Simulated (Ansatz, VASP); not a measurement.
Ti in VASP and in Ansatz

```xyz
1
Lattice="2.6010 0.0000 0.0000 0.0000 2.6010 0.0000 0.0000 0.0000 2.6010" Properties=species:S:1:pos:R:3 pbc="T T T"
Ti    0.0000    0.0000    0.0000
```

Alike in both runs: task single point; functional BLYP; k mesh 13 × 13 × 13; occupations fermi-dirac, width 0.1 eV; no spin polarisation.

|  | VASP | Ansatz |
| --- | --- | --- |
| version | VASP 6.6.1 | Ansatz 0.2.0 |
| potentials or method | VASP PAW PBE potentials, release 64 (Ti_sv), cutoff 520 eV | plane waves (420 eV) with PAW, scalar-relativistic |
| valence electrons in the cell | 12 | 12 |

Ansatz gave:

* pressure (GPa): 6.8

Q: What did VASP give for the same quantities?

A: Pressure (GPa): 6.7.

VASP's potentials were made for PBE, not for BLYP.
